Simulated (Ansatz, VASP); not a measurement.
# TaN in VASP and in Ansatz

POSCAR

```
TaN
1.0
    2.9379988584      0.0000000000      0.0000000000
   -1.4689994292      2.6970445465      0.0000000000
    0.0000000000      0.0000000000      2.8830000000
Ta N
1 1
Direct
    0.3333333333      0.6666666667      0.5000000000
    0.0000000000      0.0000000000      0.0000000000
```

INCAR.step1

```
ALGO = Normal ; EDIFF = 1E-4
ENCUT = 520 ; GGA = PE
ISMEAR = 0 ; LASPH = True
LCHARG = False ; LREAL = False
LWAVE = True ; NBANDS = 15
NELM = 100 ; PREC = Accurate
SIGMA = 0.15
```

INCAR.step2

```
ALGO = Normal ; EDIFF = 1E-6
ENCUT = 520 ; ISIF = 2
ISMEAR = 0 ; ISTART = 1
LASPH = True ; LCHARG = False
LMIXTAU = True ; LREAL = False
LWAVE = False ; METAGGA = R2SCAN
NBANDS = 15 ; NELM = 100
PREC = Accurate ; SIGMA = 0.15
```

The input KPOINTS:

```
k-points
0
Gamma
  18 18 16
```

Input for Ansatz:

```yaml
crystal:
  lattice:
    - [2.9379988584, 0.0, 0.0]
    - [-1.4689994292, 2.6970445465, 0.0]
    - [0.0, 0.0, 2.883]
  atoms:
    - { symbol: Ta, position: [0.3333333333, 0.6666666667, 0.5] }
    - { symbol: "N", position: [0.0, 0.0, 0.0] }
basis:
  ecutwfc: 500
kpoints:
  mp_grid: { grid: [18, 18, 16] }
hamiltonian:
  xc: r2scan
scf:
  occupations: { method: gaussian, width: 0.15 }
output:
  forces: true
  stress: true
  eigenvalues: true
```

Change from the starting cell: strain +0.0600 x Voigt [0, 1, 0, 0, 0, 0], atoms carried along.

Alike in both runs: task single point; functional r2SCAN; k mesh 18 × 18 × 16; occupations gaussian, width 0.15 eV; no spin polarisation.

|  | VASP | Ansatz |
| --- | --- | --- |
| version | VASP 6.6.1 | Ansatz 0.2.0 |
| potentials or method | VASP PAW PBE potentials, release 64 (Ta_pv, N), cutoff 520 eV | scalar-relativistic, plane waves, PAW |
| valence electrons in the cell | 16 | 18 |

|  | VASP | Ansatz | Ansatz less VASP |
| --- | --- | --- | --- |
| gap on the k mesh at the Fermi level (eV) | none | none | - |
| pressure (GPa) | -16.0 | -17.3 | -1.29 |
| traceless stress, the component that is largest in VASP (GPa) | -17.59 | -17.53 | +0.061 |
| rms of the force components (eV/Å) | 0.018 | 0.022 | +0.0035 |

VASP's potentials were made for PBE, not for r2SCAN. Atom by atom the forces differ by 0.004 eV/Å (rms over components). A gap of «none» marks a metal or a gap that the smearing closes. VASP's potentials hold 16 valence electrons a cell and Ansatz's 18, so a difference there can come from the potentials and not from the codes.

Spin-orbit coupling is off throughout.
